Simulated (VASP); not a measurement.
# Be8H (Cmmm) in VASP: relaxation of cell and atoms with PBE

Aim: the relaxation of cell and atoms of Be8H with PBE.

All numbers are computed with VASP 6.6.1; they aren't measurements. Logs are shortened: lines on timing, memory, paths and dates and some standing lists are left out, and cuts for length are marked.

## (1) The cell of the first run

Symmetry: Cmmm, No. 65, orthorhombic system. Conventional cell: a = 5.447 Å, b = 5.450 Å, c = 4.593 Å, α = 90.00°, β = 90.00°, γ = 90.00°. Within 2.2 Å of Be (site symmetry 2mm) lie 1 H at 1.66 Å and 1 Be at 2.13 Å. Within 2.8 Å of Be (site symmetry 2mm) lie 13 Be at 2.15 to 2.78 Å. Within 2.2 Å of Be (site symmetry m) lie 1 H at 1.64 Å. Within 2.2 Å of H (site symmetry mmm) lie 6 Be at 1.64 to 1.66 Å.

## (2) Relaxation of cell and atoms, PBE

INCAR

```
PREC = Accurate ; ENCUT = 600
EDIFF = 1E-6 ; ISMEAR = 0
SIGMA = 0.1 ; LREAL = F
LASPH = T ; NELM = 60
ALGO = Normal ; ISIF = 3
LWAVE = F ; LCHARG = F
GGA = PE ; IBRION = 2
NSW = 90 ; EDIFFG = -0.025
```

KPOINTS

```
Automatic mesh
0
Gamma
  8 8 8
```

POSCAR

```
Be8H
1.0
    3.8527722370     -0.0009712024      0.0000000000
   -0.0009712024      3.8527722370      0.0000000000
    0.0000000000      0.0000000000      4.5926790145
Be H
8 1
Direct
    0.3047335421      0.3047335421      0.0000000000
    0.3023657718      0.3023657718      0.5000000000
    0.6976342282      0.6976342282      0.5000000000
    0.6952664579      0.6952664579      0.0000000000
    0.2051532291      0.7948467709      0.2601687830
    0.2051532291      0.7948467709      0.7398312170
    0.7948467709      0.2051532291      0.2601687830
    0.7948467709      0.2051532291      0.7398312170
    0.0000000000      0.0000000000      0.0000000000
```

Potentials or basis: VASP PAW PBE potentials, release 64 (Be, H).

The run is started by

```bash
$ cat potpaw_PBE.64/Be/POTCAR potpaw_PBE.64/H/POTCAR > POTCAR
$ mpirun -np 1 vasp_std > vasp.out
```

OUTCAR:

```text
PREC = Accurate
   ENCUT = 600
   EDIFF = 1E-6
   ISMEAR = 0
   LREAL = F
   LASPH = T
   NELM = 60
   ISIF = 3
   GGA = PE
   IBRION = 2
   NSW = 90
   EDIFFG = -0.025

 ion  position               nearest neighbor table
   1  0.305  0.305  0.000-   4 2.13   5 2.27   6 2.27   7 2.27   8 2.27   2 2.30   2 2.30   5 2.33
                             6 2.33   7 2.33   8 2.33
   2  0.302  0.302  0.500-   3 2.15   5 2.23   6 2.23   7 2.23   8 2.23   5 2.28   6 2.28   7 2.28
                             8 2.28   1 2.30   1 2.30
   3  0.698  0.698  0.500-   2 2.15   5 2.23   6 2.23   7 2.23   8 2.23   6 2.28   7 2.28   8 2.28
                             5 2.28   4 2.30   4 2.30
   4  0.695  0.695  0.000-   1 2.13   5 2.27   6 2.27   7 2.27   8 2.27   3 2.30   3 2.30   8 2.33
                             5 2.33   6 2.33   7 2.33
   5  0.205  0.795  0.260-   9 1.64   6 2.20   2 2.23   3 2.23   7 2.24   4 2.27   1 2.27   2 2.28
                             3 2.28   1 2.33   4 2.33
   6  0.205  0.795  0.740-   9 1.64   5 2.20   2 2.23   3 2.23   8 2.24   4 2.27   1 2.27   2 2.28
                             3 2.28   1 2.33   4 2.33
   7  0.795  0.205  0.260-   9 1.64   8 2.20   2 2.23   3 2.23   5 2.24   4 2.27   1 2.27   2 2.28
                             3 2.28   1 2.33   4 2.33
   8  0.795  0.205  0.740-   9 1.64   7 2.20   2 2.23   3 2.23   6 2.24   4 2.27   1 2.27   2 2.28
                             3 2.28   1 2.33   4 2.33
   9  0.000  0.000  0.000-   5 1.64   6 1.64   7 1.64   8 1.64

  LATTYP: Found a base centered orthorhombic cell.
 ALAT       =     5.4472692627
 B/A-ratio  =     1.0005042848
 C/A-ratio  =     0.8431158426

  Lattice vectors:

 A1 = (   3.8527722370,  -0.0009712024,   0.0000000000)
 A2 = (  -0.0009712024,   3.8527722370,   0.0000000000)
 A3 = (   0.0000000000,   0.0000000000,   4.5926790145)

Analysis of symmetry for initial positions (statically):
=====================================================================
 Subroutine PRICEL returns:
 Original cell was already a primitive cell.

 Routine SETGRP: Setting up the symmetry group for a
 base centered orthorhombic supercell.

 Subroutine GETGRP returns: Found  8 space group operations
 (whereof  8 operations were pure point group operations)
 out of a pool of  8 trial point group operations.

The static configuration has the point symmetry D_2h.

Analysis of symmetry for dynamics (positions and initial velocities):
=====================================================================
 Subroutine PRICEL returns:
 Original cell was already a primitive cell.

 Routine SETGRP: Setting up the symmetry group for a
 base centered orthorhombic supercell.

 Subroutine GETGRP returns: Found  8 space group operations
 (whereof  8 operations were pure point group operations)
 out of a pool of  8 trial point group operations.

The dynamic configuration has the point symmetry D_2h.

 Subroutine INISYM returns: Found  8 space group operations
 (whereof  8 operations are pure point group operations),
 and found     1 'primitive' translations

----------------------------------------------------------------------------------------

                                     Primitive cell

  volume of cell :      68.1731

  direct lattice vectors                    reciprocal lattice vectors
     3.852772237 -0.000971202  0.000000000     0.259553382  0.000065428  0.000000000
    -0.000971202  3.852772237  0.000000000     0.000065428  0.259553382  0.000000000
     0.000000000  0.000000000  4.592679014     0.000000000  0.000000000  0.217737838

  length of vectors
     3.852772359  3.852772359  4.592679014     0.259553390  0.259553390  0.217737838

  position of ions in fractional coordinates (direct lattice)
     0.304733542  0.304733542  0.000000000
     0.302365772  0.302365772  0.500000000
     0.697634228  0.697634228  0.500000000
     0.695266458  0.695266458  0.000000000
     0.205153229  0.794846771  0.260168783
     0.205153229  0.794846771  0.739831217
     0.794846771  0.205153229  0.260168783
     0.794846771  0.205153229  0.739831217
     0.000000000  0.000000000  0.000000000

  ion indices of the primitive-cell ions
[... 25 lines left out ...]

  Length of vectors
     0.032444174  0.032444174  0.027217230

  Shift w.r.t. Gamma in fractional coordinates (k-lattice)
     0.000000000  0.000000000  0.000000000

 Subroutine IBZKPT returns following result:
 ===========================================

 Found    105 irreducible k-points:

 Following reciprocal coordinates:
            Coordinates               Weight
  0.000000  0.000000  0.000000      1.000000
  0.125000  0.000000  0.000000      4.000000
  0.250000  0.000000  0.000000      4.000000
  0.375000  0.000000  0.000000      4.000000
  0.500000  0.000000  0.000000      2.000000
  0.125000  0.125000  0.000000      2.000000
[... 16 lines left out ...]
  0.125000  0.000000  0.125000      8.000000
  0.250000  0.000000  0.125000      8.000000
 [... further k-points ...]
   k-points           NKPTS =    105   k-points in BZ     NKDIM =    105   number of bands    NBANDS=     13
   number of dos      NEDOS =    301   number of ions     NIONS =      9
   total plane-waves  NPLWV =  40960
   dimension x,y,z NGX =    32 NGY =   32 NGZ =   40
   dimension x,y,z NGXF=    64 NGYF=   64 NGZF=   80
   ions per type =               8   1
   NGX,Y,Z   is equivalent  to a cutoff of  13.81, 13.81, 14.48 a.u.
   NGXF,Y,Z  is equivalent  to a cutoff of  27.62, 27.62, 28.96 a.u.
 SYSTEM =  unknown system
   PREC   = accura    normal or accurate (medium, high low for compatibility)
   ISTART =      0    job   : 0-new  1-cont  2-samecut
   ICHARG =      2    charge: 1-file 2-atom 10-const
   ISPIN  =      1    spin polarized calculation?
   LNONCOLLINEAR =      F non collinear calculations
   LSORBIT =      F    spin-orbit coupling
   LASPH  =      T    aspherical Exc in radial PAW
   ENCUT  =  600.0 eV  44.10 Ry    6.64 a.u.   7.69  7.69  9.17*2*pi/ulx,y,z
   NELM   =     60;   NELMIN=  2; NELMDL= -5     # of ELM steps
   EDIFF  = 0.1E-05   stopping-criterion for ELM
   LREAL  =      F    real-space projection
   EDIFFG = -.3E-01   stopping-criterion for IOM
   NSW    =     90    number of steps for IOM
   IBRION =      2    ionic relax: 0-MD 1-quasi-New 2-CG
   NFREE  =      1    steps in history (QN), initial steepest desc. (CG)
   ISIF   =      3    stress and relaxation
   ISYM   =      2    0-nonsym 1-usesym 2-fastsym
   POTIM  = 0.5000    time-step for ionic-motion
   TEBEG  =    0.0;   TEEND  =   0.0 temperature during run
   PSTRESS=    0.0 pullay stress
   NELECT =      17.0000    total number of electrons
   NUPDOWN=      -1.0000    fix difference up-down
   EMIN   =  10.00;   EMAX   =-10.00  energy-range for DOS
   EFERMI =   0.00;   METHOD = LEGACY
   ISMEAR =     0;   SIGMA  =   0.10  broadening in eV -4-tet -1-fermi 0-gaus
   EFERMI_NEDOS =   21; number of points for ismear=-14 and -15
   IALGO  =     38    algorithm
   IMIX   =      4    mixing-type and parameters
     AMIX     =   0.40;   BMIX     =  1.00
     AMIX_MAG =   1.60;   BMIX_MAG =  1.00
  volume/ion in A,a.u.               =       7.57        51.12
  Fermi-wavevector in a.u.,A,eV,Ry     =   1.030434  1.947238 14.446591  1.061794
  Thomas-Fermi vector in A             =   2.164532
   LORBIT       =      0    0 simple, 1 ext, 2 COOP (PROOUT), +10 PAW based schemes
   GGA     = PE    functional components
   LHFCALC =     F    Hartree Fock is set to
   AEXX    =    0.0000 exact exchange contribution
   IVDW    =     0    specifies the selected vdW correction
   LEPSILON=     F    determine dielectric tensor
   LRPA    =     F    only Hartree local field effects (RPA)
 conjugate gradient relaxation of ions
 non-spin polarized calculation
 Gauss-broadening in eV      SIGMA  =   0.10
  energy-cutoff  :      600.00
  volume of cell :       68.17
 maximum number of plane-waves:      2294
   NGX = 15   NGY = 15   NGZ = 19

--------------------------------------- Ionic step        1  -------------------------------------------

 number of electron      17.0000000 magnetization

 Free energy of the ion-electron system (eV)
  ---------------------------------------------------
  ext. energy  EPLUGINS =         0.00000000
  ---------------------------------------------------
  free energy    TOTEN  =       -31.27954140 eV

  energy without entropy =      -31.26784553  energy(sigma->0) =      -31.27369346

------------------------ aborting loop because EDIFF is reached ----------------------------------------

  FORCE on cell =-STRESS in cart. coord.  units (eV):
  Direction    XX          YY          ZZ          XY          YZ          ZX
  --------------------------------------------------------------------------------------
  -------------------------------------------------------------------------------------
  Total       -0.0259735     -0.0259735      0.3167650      0.2455467      0.0000000      0.0000000
  in kB       -0.6104190     -0.6104190      7.4444910      5.7707470      0.0000000      0.0000000
  external PRESSURE =       2.0745510 kB  Pullay stress =       0.0000000 kB
[... 116 lines left out ...]
--------------------------------------- Ionic step        4  -------------------------------------------

 number of electron      17.0000000 magnetization

 Free energy of the ion-electron system (eV)
  ---------------------------------------------------
  ext. energy  EPLUGINS =         0.00000000
  ---------------------------------------------------
  free energy    TOTEN  =       -31.28316823 eV

  energy without entropy =      -31.27196068  energy(sigma->0) =      -31.27756446

 E-fermi :   7.1638     XC(G=0): -10.5041

 val. band max:        7.1631657748   @ k =  -0.2500   0.1250   0.3750
 cond. band min:       7.1690821822   @ k =   0.3750   0.0000   0.5000
 fundamental gap:      0.0059164074
 Fermi energy:         7.1637849328

 k-point     1 :       0.0000    0.0000    0.0000
  band No.  band energies     occupation
      1      -5.5193      2.00000
      2      -1.2737      2.00000
      3       0.8870      2.00000
      4       1.2915      2.00000
      5       2.3006      2.00000
      6       4.9466      2.00000
      7       5.0795      2.00000
      8       6.8633      1.99998
      9       6.9920      1.98486
     10       7.5176      0.00000
     11       7.6929      0.00000
     12       9.1604      0.00000
     13       9.1757      0.00000
[... 354 lines left out ...]
  band No.  band energies     occupation
      1      -5.0856      2.00000
      2      -1.6165      2.00000
      3       0.0174      2.00000
      4       1.6721      2.00000
      5       2.5858      2.00000
      6       3.8430      2.00000
      7       4.8765      2.00000
      8       5.6171      2.00000
      9       7.0087      1.97176
     10       7.3670      0.00406
     11       8.1613      0.00000
     12       9.8690      0.00000
     13      10.4986      0.00000

 [... further k-points ...]

------------------------ aborting loop because EDIFF is reached ----------------------------------------

  FORCE on cell =-STRESS in cart. coord.  units (eV):
  Direction    XX          YY          ZZ          XY          YZ          ZX
  --------------------------------------------------------------------------------------
  -------------------------------------------------------------------------------------
  Total       -0.0062717     -0.0062717     -0.0424791     -0.0043994      0.0000000      0.0000000
  in kB       -0.1471517     -0.1471517     -0.9966823     -0.1032220      0.0000000      0.0000000
  external PRESSURE =      -0.4303286 kB  Pullay stress =       0.0000000 kB
[... 24 lines left out ...]
  FREE ENERGIE OF THE ION-ELECTRON SYSTEM (eV)
  ---------------------------------------------------
  free  energy   TOTEN  =       -31.2831682342 eV

  energy  without entropy=      -31.2719606820  energy(sigma->0) =      -31.27756446

 reached required accuracy - stopping structural energy minimisation
```

Run time: 3.5 min. Hardware: 1 thread of Oxide Virtual Turin-like, shared host; peak memory 0.22 GiB.

What came out:

| Property | Result |
| --- | --- |
| Free energy | -31.2832 eV |
| Relaxed volume | 7.59 Å³/atom |
| Relaxed cell | a = 3.850 Å, b = 3.850 Å, c = 4.606 Å, α = 90.00°, β = 90.00°, γ = 89.69° |
| Space group after relaxing (to 0.05 Å) | Cmmm (No. 65) |
| Energy gained by relaxing | 0.4 meV/atom |
| Ionic steps | 4 |
| Pressure after relaxing | 0.0 GPa |
| Largest force after relaxing | 0.019 eV/Å |

Forces on the atoms (eV/Å):
```
Be  -0.002 -0.002  0.000
Be  -0.014 -0.014  0.000
Be   0.014  0.014  0.000
Be   0.002  0.002  0.000
Be   0.008 -0.008  0.001
Be   0.008 -0.008 -0.001
Be  -0.008  0.008  0.001
Be  -0.008  0.008 -0.001
H    0.000  0.000  0.000
```

Step by step:
```csv
step,energy change (eV),largest force (eV/Å),pressure (GPa),volume (Å³)
1,0.0000,0.1024,0.21,68.17
2,-0.0025,0.0509,0.02,68.27
3,-0.0033,0.0410,-0.17,68.37
4,-0.0036,0.0194,-0.04,68.29
```

Final structure:
```cif
data_structure
_symmetry_space_group_name_H-M 'P 1'
_symmetry_Int_Tables_number 1
_cell_length_a 3.8505
_cell_length_b 3.8505
_cell_length_c 4.6058
_cell_angle_alpha 90.000
_cell_angle_beta 90.000
_cell_angle_gamma 89.691
_cell_volume 68.29
loop_
_atom_site_label
_atom_site_type_symbol
_atom_site_fract_x
_atom_site_fract_y
_atom_site_fract_z
_atom_site_occupancy
Be1 Be 0.30522 0.30522 0.00000 1
Be2 Be 0.30125 0.30125 0.50000 1
Be3 Be 0.69875 0.69875 0.50000 1
Be4 Be 0.69478 0.69478 0.00000 1
Be5 Be 0.20528 0.79472 0.25783 1
Be6 Be 0.20528 0.79472 0.74217 1
Be7 Be 0.79472 0.20528 0.25783 1
Be8 Be 0.79472 0.20528 0.74217 1
H1 H 0.00000 0.00000 0.00000 1
```
